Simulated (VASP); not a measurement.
# SnTe: single point with PBE

SnTe:

```xyz
4
Lattice="4.4437 0.0000 0.0000 -2.2219 3.8484 0.0000 0.0000 0.0000 7.8626" Properties=species:S:1:pos:R:3 pbc="T T T"
Sn    0.0000    0.0000    0.0000
Sn    0.0000    0.0000    3.9313
Te    0.0000    2.5656    1.9657
Te    2.2219    1.2828    5.8970
```

```yaml
Program: VASP 6.6.1
Task: single point
Functional: PBE
Potentials_or_basis: VASP PAW PBE potentials, release 64 (Sn_d, Te)
Cutoff: 520 eV
k_mesh: 12 × 12 × 6
Occupations: gaussian, width 0.01 eV
Spin: no spin polarisation
```

The pressure is -0.1 GPa and the band gap on the k mesh is zero (bands 20 and 21 overlap by 0.58 eV).

Levels at points of the mesh, in eV from the Fermi level:
| k point | band 17 | band 18 | band 19 | band 20 | band 21 | band 22 | band 23 | band 24 |
| --- | --- | --- | --- | --- | --- | --- | --- | --- |
| (0.00, 0.00, 0.00) | -1.96 | -1.52 | -1.52 | -0.17 | 0.52 | 1.50 | 1.50 | 1.97 |
| (0.50, 0.00, 0.00) | -3.30 | -1.72 | -1.57 | -0.99 | -0.19 | 0.40 | 1.38 | 3.27 |
| (0.00, 0.00, 0.50) | -1.74 | -1.74 | -1.43 | -1.43 | 1.62 | 1.62 | 1.62 | 1.62 |
| (0.50, 0.00, 0.50) | -2.93 | -2.93 | -2.74 | -2.74 | 1.48 | 1.48 | 2.29 | 2.29 |

It took 120 s on 1 thread of Intel(R) Xeon(R) 6975P-C (Granite Rapids), with other jobs on the host, peak memory 0.42 GiB.

Caveat: semilocal functionals underestimate gaps, so a narrow gap can read as zero; spin-orbit coupling is left out, which moves the levels of the heavy elements.
